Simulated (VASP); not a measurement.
# KF in VASP: further runs

KF is run at these levels: r2SCAN; tasks: single point, relaxation of cell and atoms.

All numbers are computed with VASP 6.6.1; they aren't measurements. Logs are shortened: lines on timing, memory, paths and dates and some standing lists are left out, and cuts for length are marked.

## (1) The cell of the first run

Symmetry: I4/mmm, No. 139, tetragonal system. The conventional cell has a = 3.835 Å, b = 3.835 Å, c = 5.280 Å, α = 90.00°, β = 90.00°, γ = 90.00°. K (site symmetry 4/mmm) has 6 F at 2.64 to 2.71 Å within 3.5 Å. Within 3.5 Å of F (site symmetry 4/mmm) lie 6 K at 2.64 to 2.71 Å.

## (2) Single point, r2SCAN (film at in-plane strain +0.02)

File POSCAR:

```
KF
1.0
    2.7119710457      2.7119710457      0.0000000000
   -2.7119710457      2.7119710457      0.0000000000
    0.0000000000      2.7119710457      2.6402043716
K F
1 1
Direct
    0.0000000000      0.0000000000      0.0000000000
    0.5000000000      0.5000000000      0.0000000000
```

File INCAR.step1:

```
SYSTEM = KF
PREC = Accurate
ENCUT = 520
ISMEAR = 0
SIGMA = 0.01
LREAL = .False.
LASPH = .True.
NELM = 80
NBANDS = 15
GGA = PE
ALGO = Normal
EDIFF = 1E-4
LWAVE = .True.
LCHARG = .False.
```

File INCAR.step2:

```
SYSTEM = KF
PREC = Accurate
ENCUT = 520
EDIFF = 1E-6
ISMEAR = 0
SIGMA = 0.01
LREAL = .False.
LASPH = .True.
NELM = 80
ALGO = Normal
ISIF = 2
LWAVE = .False.
LCHARG = .True.
METAGGA = R2SCAN
LMIXTAU = .True.
LELF = .True.
LVHAR = .True.
NBANDS = 15
ISTART = 1
```

File KPOINTS:

```
regular mesh
0
Gamma
  8 8 8
  0 0 0
```

Potentials or basis: VASP PAW PBE potentials, release 64 (K_sv, F).

The run is started by

```console
$ cat potpaw_PBE.64/K_sv/POTCAR potpaw_PBE.64/F/POTCAR > POTCAR
$ cp INCAR.step1 INCAR
$ mpirun -np 1 vasp_std > vasp.out
$ cp INCAR.step2 INCAR
$ mpirun -np 1 vasp_std > vasp.out
```

OUTCAR:

```text
SYSTEM = KF
   PREC = Accurate
   ENCUT = 520
   EDIFF = 1E-6
   ISMEAR = 0
   LREAL = .False.
   LASPH = .True.
   NELM = 80
   ISIF = 2
   METAGGA = R2SCAN
   ISTART = 1

 ion  position               nearest neighbor table
   1  0.000  0.000  0.000-   2 2.64   2 2.64   2 2.71   2 2.71   2 2.71   2 2.71
   2  0.500  0.500  0.000-   1 2.64   1 2.64   1 2.71   1 2.71   1 2.71   1 2.71

  LATTYP: Found a body centered tetragonal cell.
 ALAT       =     3.8353062336
 C/A-ratio  =     1.3767893413

  Lattice vectors:

 A1 = (   2.7119710457,   0.0000000000,  -2.6402043716)
 A2 = (  -2.7119710457,   0.0000000000,  -2.6402043716)
 A3 = (   0.0000000000,   2.7119710457,   2.6402043716)

Analysis of symmetry for initial positions (statically):
=====================================================================
 Subroutine PRICEL returns:
 Original cell was already a primitive cell.

 Routine SETGRP: Setting up the symmetry group for a
 body centered tetragonal supercell.

 Subroutine GETGRP returns: Found 16 space group operations
 (whereof 16 operations were pure point group operations)
 out of a pool of 16 trial point group operations.

The static configuration has the point symmetry D_4h.

Analysis of symmetry for dynamics (positions and initial velocities):
=====================================================================
 Subroutine PRICEL returns:
 Original cell was already a primitive cell.

 Routine SETGRP: Setting up the symmetry group for a
 body centered tetragonal supercell.

 Subroutine GETGRP returns: Found 16 space group operations
 (whereof 16 operations were pure point group operations)
 out of a pool of 16 trial point group operations.

The dynamic configuration has the point symmetry D_4h.

 Subroutine INISYM returns: Found 16 space group operations
 (whereof 16 operations are pure point group operations),
 and found     1 'primitive' translations

----------------------------------------------------------------------------------------

                                     Primitive cell

  volume of cell :      38.8363

  direct lattice vectors                    reciprocal lattice vectors
     2.711971046  2.711971046  0.000000000     0.184367750  0.184367750 -0.189379279
    -2.711971046  2.711971046  0.000000000    -0.184367750  0.184367750 -0.189379279
     0.000000000  2.711971046  2.640204372     0.000000000  0.000000000  0.378758558

  length of vectors
     3.835306234  3.835306234  3.784899745     0.322253698  0.322253698  0.378758558

  position of ions in fractional coordinates (direct lattice)
[... 91 lines left out ...]
   NUPDOWN=      -1.0000    fix difference up-down
   EMIN   =  10.00;   EMAX   =-10.00  energy-range for DOS
   EFERMI =   0.00;   METHOD = LEGACY
   ISMEAR =     0;   SIGMA  =   0.01  broadening in eV -4-tet -1-fermi 0-gaus
   EFERMI_NEDOS =   21; number of points for ismear=-14 and -15
   IALGO  =     38    algorithm
   IMIX   =      4    mixing-type and parameters
     AMIX     =   0.40;   BMIX     =  1.00
     AMIX_MAG =   1.60;   BMIX_MAG =  1.00
  volume/ion in A,a.u.               =      19.42       131.04
  Fermi-wavevector in a.u.,A,eV,Ry     =   1.218154  2.301978 20.189682  1.483900
  Thomas-Fermi vector in A             =   2.353450
   LORBIT       =      0    0 simple, 1 ext, 2 COOP (PROOUT), +10 PAW based schemes
   METAGGA = R2SCAN    functional components
   LHFCALC =     F    Hartree Fock is set to
   AEXX    =    0.0000 exact exchange contribution
   IVDW    =     0    specifies the selected vdW correction
   LEPSILON=     F    determine dielectric tensor
   LRPA    =     F    only Hartree local field effects (RPA)
 non-spin polarized calculation
 Gauss-broadening in eV      SIGMA  =   0.01
  energy-cutoff  :      520.00
  volume of cell :       38.84
 maximum number of plane-waves:      1066
 NGX is ok and might be reduce to    30
   NGX = 15   NGY = 15   NGZ = 15

 number of electron      16.0000002 magnetization

 Free energy of the ion-electron system (eV)
  ---------------------------------------------------
  ext. energy  EPLUGINS =         0.00000000
  ---------------------------------------------------
  free energy    TOTEN  =       -14.96694752 eV

  energy without entropy =      -14.96694752  energy(sigma->0) =      -14.96694752

 E-fermi :  -3.2480     XC(G=0):  -8.8077

 val. band max:       -3.3672338879   @ k =   0.0000   0.0000   0.0000
 cond. band min:       3.3362396273   @ k =   0.0000   0.0000   0.0000
 fundamental gap:      6.7034735151
 Fermi energy:        -3.2480237627

 k-point     1 :       0.0000    0.0000    0.0000
  band No.  band energies     occupation
      1     -30.5671      2.00000
      2     -23.1765      2.00000
      3     -13.0689      2.00000
      4     -13.0689      2.00000
      5     -13.0594      2.00000
      6      -3.4077      2.00000
      7      -3.4077      2.00000
      8      -3.3672      2.00000
      9       3.3362      0.00000
     10       7.9630      0.00000
     11       7.9630      0.00000
     12       8.1138      0.00000
     13       9.7089      0.00000
     14       9.9918      0.00000
[... 401 lines left out ...]
      2     -23.2215      2.00000
      3     -13.2405      2.00000
      4     -13.1567      2.00000
      5     -13.0887      2.00000
      6      -3.9109      2.00000
      7      -3.6489      2.00000
      8      -3.4883      2.00000
      9       5.4501      0.00000
     10       7.0861      0.00000
     11       8.9663      0.00000
     12       9.1860      0.00000
     13      10.4561      0.00000
     14      10.9634      0.00000
     15      15.4447      0.00000

 [... further k-points ...]

------------------------ aborting loop because EDIFF is reached ----------------------------------------

  FORCE on cell =-STRESS in cart. coord.  units (eV):
  Direction    XX          YY          ZZ          XY          YZ          ZX
  --------------------------------------------------------------------------------------
  -------------------------------------------------------------------------------------
  Total       -0.3721497     -0.3721497     -0.0028428      0.0000000     -0.0000000      0.0000000
  in kB      -15.3529088    -15.3529088     -0.1172778      0.0000000     -0.0000000      0.0000000
  external PRESSURE =     -10.2743651 kB  Pullay stress =       0.0000000 kB

 VOLUME and BASIS-vectors are now :
 -----------------------------------------------------------------------------
  energy-cutoff  :      520.00
  volume of cell :       38.84
      direct lattice vectors                 reciprocal lattice vectors
     2.711971046  2.711971046  0.000000000     0.184367750  0.184367750 -0.189379279
    -2.711971046  2.711971046  0.000000000    -0.184367750  0.184367750 -0.189379279
     0.000000000  2.711971046  2.640204372     0.000000000  0.000000000  0.378758558

 POSITION                                       TOTAL-FORCE (eV/Angst)
 -----------------------------------------------------------------------------------
      0.00000      0.00000      0.00000        -0.000000     -0.000000      0.000000
      0.00000      2.71197      0.00000         0.000000      0.000000      0.000000
 -----------------------------------------------------------------------------------
    total drift:                               -0.000000      0.000000     -0.000000

  FREE ENERGIE OF THE ION-ELECTRON SYSTEM (eV)
  ---------------------------------------------------
  free  energy   TOTEN  =       -14.9669475160 eV

  energy  without entropy=      -14.9669475160  energy(sigma->0) =      -14.96694752
```

Wall time 70 s (1 thread of Intel Xeon 6975P-C (Granite Rapids), shared host); peak memory 0.18 GiB.

Results:

| Item | Value |
| --- | --- |
| Free energy | -14.9669 eV |
| Pressure | -1.0 GPa |
| Band gap on the k mesh | 6.70 eV |

Stress tensor (GPa, compression positive):
```
-1.54  0.00  0.00
 0.00 -1.54  0.00
 0.00  0.00 -0.01
```

Levels at points of the mesh, in eV from the valence-band top:
```
           k point  band 5  band 6  band 7  band 8  band 9  band 10  band 11  band 12
(0.00, 0.00, 0.00)   -9.69   -0.04   -0.04    0.00    6.70    11.33    11.33    11.48
(0.50, 0.00, 0.00)   -9.71   -0.77   -0.35   -0.35    9.57    11.08    12.73    12.90
(0.50, 0.50, 0.00)   -9.88   -0.26   -0.10   -0.05    8.76    11.09    12.17    14.51
(0.00, 0.00, 0.50)   -9.91   -0.19   -0.10   -0.10    8.65    11.11    12.41    14.49
```

Caveat: the cell differs from its parent crystal (film at in-plane strain +0.02); the PAW data sets were made with another functional, which shifts forces and pressure a little. A k mesh can miss the band edges.

## (3) Single point, r2SCAN

This run uses another cell than the first one, of 18.80 Å³/atom.

File POSCAR:

```
KF
1.0
    2.6587951428      2.6587951428      0.0000000000
   -2.6587951428      2.6587951428      0.0000000000
    0.0000000000      2.6587951428      2.6587951428
K F
1 1
Direct
    0.0000000000      0.0000000000      0.0000000000
    0.5000000000      0.5000000000      0.0000000000
```

File INCAR.step1:

```
ALGO = Normal ; EDIFF = 1E-4
ENCUT = 520 ; GGA = PE
ISMEAR = -1 ; LASPH = T
LCHARG = F ; LREAL = F
LWAVE = T ; NBANDS = 15
NELM = 100 ; PREC = Accurate
SIGMA = 0.08
```

File INCAR.step2:

```
ALGO = Normal ; EDIFF = 1E-7
ENCUT = 520 ; ISIF = 2
ISMEAR = -1 ; ISTART = 1
LASPH = T ; LCHARG = F
LMIXTAU = T ; LREAL = F
LWAVE = F ; METAGGA = R2SCAN
NBANDS = 15 ; NELM = 100
PREC = Accurate ; SIGMA = 0.08
```

File KPOINTS:

```
k-points
0
Gamma
  12 12 12
```

Potentials or basis: VASP PAW PBE potentials, release 64 (K_sv, F).

The run is started by

```console
$ cat potpaw_PBE.64/K_sv/POTCAR potpaw_PBE.64/F/POTCAR > POTCAR
$ cp INCAR.step1 INCAR
$ mpirun -np 1 vasp_std > vasp.out
$ cp INCAR.step2 INCAR
$ mpirun -np 1 vasp_std > vasp.out
```

Run time: 88 s. Hardware: 1 thread of Intel Xeon 6975P-C (Granite Rapids), shared host; peak memory 0.18 GiB.

Results (log left out):

```yaml
Free_energy: -14.9730 eV
Pressure: 0.0 GPa
Band_gap_on_the_k_mesh: 6.91 eV
```

Levels at points of the mesh, in eV from the valence-band top:
```csv
k point,band 4,band 5,band 6,band 7,band 8,band 9,band 10,band 11,band 12,band 13
"(0.00, 0.00, 0.00)",-9.56,-9.56,0.00,0.00,0.00,6.91,11.49,11.49,11.49,13.37
"(0.50, 0.00, 0.00)",-9.59,-9.59,-0.78,-0.35,-0.35,9.74,11.36,12.99,12.99,15.38
"(0.50, 0.50, 0.00)",-9.77,-9.77,-0.20,-0.05,-0.05,8.78,11.31,12.55,14.71,15.22
```

Caveat: the PAW data sets were made with another functional, which shifts forces and pressure a little. A k mesh can miss the band edges.

## (4) Relaxation of cell and atoms, r2SCAN

This run uses another cell than the first one, of 19.07 Å³/atom.

File POSCAR:

```
KF
1.0
    2.6718500000      2.6718500000      0.0000000000
   -2.6718500000      2.6718500000      0.0000000000
    0.0000000000      2.6718500000      2.6718500000
K F
1 1
Direct
    0.0000000000      0.0000000000      0.0000000000
    0.5000000000      0.5000000000      0.0000000000
```

File INCAR.step1:

```
SYSTEM = KF
PREC = Accurate
ENCUT = 600
ISMEAR = -1
SIGMA = 0.08
LREAL = .FALSE.
LASPH = .TRUE.
NELM = 100
GGA = PE
ALGO = Normal
EDIFF = 1E-4
LWAVE = .TRUE.
LCHARG = .FALSE.
```

File INCAR.step2:

```
SYSTEM = KF
PREC = Accurate
ENCUT = 600
EDIFF = 1E-7
ISMEAR = -1
SIGMA = 0.08
LREAL = .FALSE.
LASPH = .TRUE.
NELM = 100
ALGO = Normal
ISIF = 3
LWAVE = .FALSE.
LCHARG = .FALSE.
METAGGA = R2SCAN
LMIXTAU = .TRUE.
IBRION = 2
NSW = 100
EDIFFG = -0.002
ISTART = 1
```

File KPOINTS:

```
Automatic mesh
0
G
  12 12 12
  0 0 0
```

Potentials or basis: VASP PAW PBE potentials, release 64 (K_sv, F).

The run is started by

```console
$ cat potpaw_PBE.64/K_sv/POTCAR potpaw_PBE.64/F/POTCAR > POTCAR
$ cp INCAR.step1 INCAR
$ mpirun -np 1 vasp_std > vasp.out
$ cp INCAR.step2 INCAR
$ mpirun -np 1 vasp_std > vasp.out
```

OUTCAR:

```text
SYSTEM = KF
   PREC = Accurate
   ENCUT = 600
   EDIFF = 1E-7
   ISMEAR = -1
   LREAL = .FALSE.
   LASPH = .TRUE.
   NELM = 100
   ISIF = 3
   METAGGA = R2SCAN
   IBRION = 2
   NSW = 100
   EDIFFG = -0.002
   ISTART = 1

 ion  position               nearest neighbor table
   1  0.000  0.000  0.000-   2 2.67   2 2.67   2 2.67   2 2.67   2 2.67   2 2.67
   2  0.500  0.500  0.000-   1 2.67   1 2.67   1 2.67   1 2.67   1 2.67   1 2.67

  LATTYP: Found a face centered cubic cell.
 ALAT       =     5.3437000000

  Lattice vectors:

 A1 = (   0.0000000000,   2.6718500000,   2.6718500000)
 A2 = (   2.6718500000,   0.0000000000,   2.6718500000)
 A3 = (   2.6718500000,   2.6718500000,   0.0000000000)

Analysis of symmetry for initial positions (statically):
[... 303 lines left out ...]
      4     -12.8625      2.00000
      5     -12.8625      2.00000
      6      -3.3116      2.00000
      7      -3.3116      2.00000
      8      -3.3116      2.00000
      9       3.6043      0.00000
     10       8.1866      0.00000
     11       8.1866      0.00000
     12       8.1866      0.00000
[... 331 lines left out ...]
 k-point    24 :      -0.4167    0.1667    0.0000
  band No.  band energies     occupation
      1     -30.2936      2.00000
      2     -23.1770      2.00000
      3     -13.1318      2.00000
      4     -12.9732      2.00000
      5     -12.9555      2.00000
      6      -3.8754      2.00000
      7      -3.5729      2.00000
      8      -3.5119      2.00000
      9       6.3781      0.00000
     10       7.0121      0.00000
     11       9.5502      0.00000
     12       9.9424      0.00000

 [... further k-points ...]

------------------------ aborting loop because EDIFF is reached ----------------------------------------

  FORCE on cell =-STRESS in cart. coord.  units (eV):
  Direction    XX          YY          ZZ          XY          YZ          ZX
  --------------------------------------------------------------------------------------
  -------------------------------------------------------------------------------------
  Total       -0.0009833     -0.0009833     -0.0009833      0.0000000      0.0000000     -0.0000000
  in kB       -0.0419546     -0.0419546     -0.0419546      0.0000000      0.0000000     -0.0000000
  external PRESSURE =      -0.0419546 kB  Pullay stress =       0.0000000 kB
[... 17 lines left out ...]
  FREE ENERGIE OF THE ION-ELECTRON SYSTEM (eV)
  ---------------------------------------------------
  free  energy   TOTEN  =       -14.9767032649 eV

  energy  without entropy=      -14.9767032649  energy(sigma->0) =      -14.97670326

 reached required accuracy - stopping structural energy minimisation
```

OUTCAR.step1:

```text
SYSTEM = KF
   PREC = Accurate
   ENCUT = 600
   ISMEAR = -1
   LREAL = .FALSE.
   LASPH = .TRUE.
[... 580 lines left out ...]
      0.00000      0.00000      0.00000         0.000000     -0.000000      0.000000
      0.00000      2.67185      0.00000        -0.000000      0.000000      0.000000
 -----------------------------------------------------------------------------------
    total drift:                               -0.000000      0.000000     -0.000000

  FREE ENERGIE OF THE ION-ELECTRON SYSTEM (eV)
  ---------------------------------------------------
  free  energy   TOTEN  =        -8.2919249641 eV

  energy  without entropy=       -8.2919249641  energy(sigma->0) =       -8.29192496
```

It took 4.4 min on 1 thread of Intel Xeon 6975P-C (Granite Rapids), shared host; peak memory 0.2 GiB.

Results:

```
Free energy                           : -14.9767 eV
Relaxed volume                        : 18.78 Å³/atom
Relaxed cell                          : a = 3.759 Å, b = 3.759 Å, c = 3.759 Å, α = 60.00°, β = 60.00°, γ = 90.00°
Space group after relaxing (to 0.1 Å) : Fm-3m (No. 225)
Energy gained by relaxing             : 0.5 meV/atom
Ionic steps                           : 4
Pressure after relaxing               : 0.0 GPa
Band gap on the k mesh                : 6.92 eV
```

The path:
```csv
step,energy change (eV),largest force (eV/Å),pressure (GPa),volume (Å³)
1,0.0000,0.0000,-0.54,38.15
2,-0.0009,0.0000,-0.22,37.79
3,-0.0010,0.0000,-0.02,37.57
4,-0.0010,0.0000,0.00,37.55
```

Final structure:
```cif
data_structure
_symmetry_space_group_name_H-M 'P 1'
_symmetry_Int_Tables_number 1
_cell_length_a 3.7588
_cell_length_b 3.7588
_cell_length_c 3.7588
_cell_angle_alpha 60.000
_cell_angle_beta 60.000
_cell_angle_gamma 90.000
_cell_volume 37.55
loop_
_atom_site_label
_atom_site_type_symbol
_atom_site_fract_x
_atom_site_fract_y
_atom_site_fract_z
_atom_site_occupancy
K1 K 0.00000 0.00000 0.00000 1
F1 F 0.50000 0.50000 0.00000 1
```

Caveat: the PAW data sets were made with another functional, which shifts forces and pressure a little.

## (5) Overview

```tsv
task	cell	k mesh	cutoff (eV)	smearing	gap on the mesh (eV)	pressure (GPa)
single point	a = 3.835, b = 3.835, c = 3.785 Å, angles 59.6, 59.6, 90.0°, 2 atoms	8 × 8 × 8	520	gaussian 0.01 eV	6.70	-1.0
single point	a = 3.760 Å, angles 60.0, 60.0, 90.0°, 2 atoms	12 × 12 × 12	520	fermi-dirac 0.08 eV	6.91	0.0
relaxation of cell and atoms	relaxed from a = 3.779 Å, angles 60.0, 60.0, 90.0°, 2 atoms	12 × 12 × 12	600	fermi-dirac 0.08 eV	6.92	0.0
```

Alike in all rows: level r2SCAN; potentials or basis VASP PAW PBE potentials, release 64 (K_sv, F); no spin polarisation.

Caveats: the PAW data sets were made with another functional, which shifts forces and pressure a little.

Absolute energies hang on the potentials; compare differences alone.
